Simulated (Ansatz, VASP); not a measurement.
## Ge in VASP and in Ansatz

Contents of INCAR:

```
PREC     = Accurate       # precision mode
ENCUT    = 500            # plane-wave cutoff, eV
EDIFF    = 1E-6           # SCF threshold, eV
ISMEAR   = 0              # smearing method
SIGMA    = 0.1            # smearing width, eV
LREAL    = F              # projectors in reciprocal space
LASPH    = T              # aspherical terms in the spheres
NELM     = 120            # most SCF steps
ALGO     = Normal         # electronic algorithm
ISIF     = 2              # what is computed and relaxed
LWAVE    = F              # write WAVECAR
LCHARG   = F              # write CHGCAR
GGA      = PE             # functional
NBANDS   = 13             # bands
GGA_COMPAT= F
```

Contents of KPOINTS:

```
regular mesh
0
Gamma
  10 10 10
```

POSCAR

```
Ge
1.0
    0.0000000000      2.0598890061      2.0598890061
    2.0598890061      0.0000000000      2.0598890061
    2.0598890061      2.0598890061      0.0000000000
Ge
1
Direct
    0.0000000000      0.0000000000      0.0000000000
```

Input for Ansatz:

```yaml
crystal:
  lattice:
    - [0.0, 2.0598890061, 2.0598890061]
    - [2.0598890061, 0.0, 2.0598890061]
    - [2.0598890061, 2.0598890061, 0.0]
  atoms:
    - { symbol: Ge, position: [0.0, 0.0, 0.0] }
basis:
  ecutwfc: 420
kpoints:
  mp_grid: { grid: [10, 10, 10] }
hamiltonian:
  xc: pbe
scf:
  occupations: { method: gaussian, width: 0.1 }
  max_iter: 88
output:
  forces: true
  stress: true
  eigenvalues: true
```

Alike in both runs: task single point; functional PBE; k mesh 10 × 10 × 10; occupations gaussian, width 0.1 eV; no spin polarisation.

```csv
,VASP,Ansatz
version,VASP 6.6.1,Ansatz 0.2.0
potentials or method,"VASP PAW PBE potentials, release 64 (Ge_d), cutoff 500 eV","scalar-relativistic, plane waves, PAW"
valence electrons in the cell,14,14
```

```tsv
	VASP	Ansatz	Ansatz less VASP
gap on the k mesh at the Fermi level (eV)	none	none	-
pressure (GPa)	8.5	8.7	+0.13
```

A gap of «none» marks a metal or a gap that the smearing closes.
